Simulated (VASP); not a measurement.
Here is a VASP 6.6.1 calculation.

INCAR

```
PREC = Accurate
ENCUT = 520
EDIFF = 1E-6
ISMEAR = -1
SIGMA = 0.05
LREAL = F
LASPH = T
NELM = 60
ALGO = Normal
ISIF = 2
LWAVE = F
LCHARG = T
GGA = PE
LELF = T
LVHAR = T
NBANDS = 20
```

File KPOINTS:

```
Automatic mesh
0
Gamma
  8 8 8
```

The input POSCAR:

```
RuAu
1.0
    3.1648100000      0.0000000000      0.0000000000
    0.0000000000      3.1648100000      0.0000000000
    0.0000000000      0.0000000000      3.1648100000
Ru Au
1 1
Direct
    0.0000000000      0.0000000000      0.0000000000
    0.5000000000      0.5000000000      0.5000000000
```

Potentials or basis: VASP PAW PBE potentials, release 64 (Ru_pv, Au).

The run is started by

```console
$ cat potpaw_PBE.64/Ru_pv/POTCAR potpaw_PBE.64/Au/POTCAR > POTCAR
$ mpirun -np 1 vasp_std > vasp.out
```

Task: What does it give for the pressure?

Result: 0.1 GPa.
